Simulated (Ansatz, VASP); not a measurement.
**One calculation of LaS3, two programs**

Contents of INCAR:

```
PREC = Accurate
ENCUT = 600
EDIFF = 1E-6
ISMEAR = 0
SIGMA = 0.1
LREAL = F
LASPH = T
NELM = 80
ALGO = Normal
ISIF = 3
LWAVE = F
LCHARG = F
GGA = PE
IBRION = 2
NSW = 100
EDIFFG = -0.01
```

Contents of KPOINTS:

```
regular mesh
0
Gamma
  12 12 6
```

Contents of POSCAR:

```
LaS3
1.0
    3.8684107993      0.0000000000      0.0000000000
   -1.9342053997      3.3501420245      0.0000000000
    0.0000000000      0.0000000000      9.5580643052
La S
1 3
Direct
    0.0000000000      0.0000000000      0.0000000000
    0.0000000000      0.0000000000      0.7242386565
    0.0000000000      0.0000000000      0.2757613435
    0.0000000000      0.0000000000      0.5000000000
```

Input for Ansatz:

```yaml
crystal:
  lattice:
    - [3.8684107993, 0.0, 0.0]
    - [-1.9342053997, 3.3501420245, 0.0]
    - [0.0, 0.0, 9.5580643052]
  atoms:
    - { symbol: La, position: [0.0, 0.0, 0.0] }
    - { symbol: S, position: [0.0, 0.0, 0.7242386565] }
    - { symbol: S, position: [0.0, 0.0, 0.2757613435] }
    - { symbol: S, position: [0.0, 0.0, 0.5] }
basis:
  ecutwfc: 420
kpoints:
  mp_grid: { grid: [12, 12, 6] }
hamiltonian:
  xc: pbe
scf:
  occupations: { method: gaussian, width: 0.1 }
output:
  forces: true
  stress: true
  eigenvalues: true
  write_density: true
  write_potential: true
  elf: true
  volumetric_format: npy
relax:
  adjacent_minimum: "off"
  f_tol: 0.01
  max_steps: 80
  cell: { stress_tol: 0.05 }
```

Alike in both runs: task relaxation of cell and atoms; functional PBE; k mesh 12 × 12 × 6; occupations gaussian, width 0.1 eV; no spin polarisation.

```csv
,VASP,Ansatz
version,VASP 6.6.1,Ansatz 0.2.0
potentials or method,"VASP PAW PBE potentials, release 64 (La, S), cutoff 600 eV","scalar-relativistic, plane waves, PAW"
valence electrons in the cell,29,29
```

|  | VASP | Ansatz | Ansatz less VASP |
| --- | --- | --- | --- |
| gap on the k mesh at the Fermi level, each at its own relaxed structure (eV) | none | none | - |
| relaxed volume (Å³/atom) | 31.04 | 30.98 | -0.059 |
| relaxed length of the cell vector where the two differ most in proportion (Å) | 3.864 | 3.859 | -0.0056 |

A gap of «none» marks a metal or a gap that the smearing closes.

Spin-orbit coupling is off throughout.
